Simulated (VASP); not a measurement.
Here is a VASP 6.6.1 calculation.

File INCAR:

```
SYSTEM = Pt
ALGO = Normal
EDIFF = 1E-6
ENCUT = 520
GGA = PS
ISIF = 2
ISMEAR = 0
LASPH = .True.
LCHARG = .False.
LREAL = .False.
LWAVE = .False.
NBANDS = 11
NELM = 80
PREC = Accurate
SIGMA = 0.15
```

Contents of KPOINTS:

```
k-points
0
Gamma
  22 22 22
  0 0 0
```

The input POSCAR:

```
Pt
1.0
    0.0000000000      2.0160787243      2.0160787243
    2.0160787243      0.0000000000      2.0160787243
    2.0160787243      2.0160787243      0.0000000000
Pt
1
Direct
    0.0000000000      0.0000000000      0.0000000000
```

Potentials or basis: VASP PAW PBE potentials, release 64 (Pt).

The run is started by

```console
$ cat potpaw_PBE.64/Pt/POTCAR > POTCAR
$ mpirun -np 1 vasp_std > vasp.out
```

Problem. What does it give for the band gap on the k mesh?

Solution. Zero (bands 5 and 6 overlap by 1.92 eV).

Problem. What does it give for the pressure?

Solution. -19.9 GPa.

Caveat: the cell stands under tension; the PAW data sets were made with another functional, which shifts forces and pressure a little; spin-orbit coupling is left out, which moves the levels of the heavy elements.
